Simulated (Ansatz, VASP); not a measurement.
# NiO2 in VASP and in Ansatz

```
Ni O
1.0
     2.65251    0.00000    0.00000
    -1.32626    2.29714    0.00000
     0.00000    0.00000    4.56311
Ni O
1 2
Cartesian
  0.0000 0.0000 2.2816
  1.3263 0.7657 3.2792
  0.0000 1.5314 1.2840
```

Alike in both runs: task single point; functional LDA; k mesh 12 × 12 × 6; occupations gaussian, width 0.05 eV; no spin polarisation.

|  | VASP | Ansatz |
| --- | --- | --- |
| version | VASP 6.6.1 | Ansatz 0.2.0 |
| potentials or method | VASP PAW LDA potentials, release 64 (Ni, O), cutoff 520 eV | scalar-relativistic, plane waves, PAW |
| valence electrons in the cell | 22 | 30 |

```tsv
	VASP	Ansatz	Ansatz less VASP
gap on the k mesh at the Fermi level (eV)	0.94	0.98	+0.035
least direct gap on the mesh (eV)	1.10	1.13	+0.030
pressure (GPa)	9.3	8.1	-1.20
traceless stress, the component that is largest in VASP (GPa)	-14.66	-14.47	+0.193
rms of the force components (eV/Å)	0.169	0.230	+0.0606
```

LDA's correlation is that of Perdew and Zunger in VASP and of Perdew and Wang (1992) in Ansatz. Atom by atom the forces differ by 0.061 eV/Å (rms over components). VASP's potentials hold 22 valence electrons a cell and Ansatz's 30, so a difference there can come from the potentials and not from the codes.
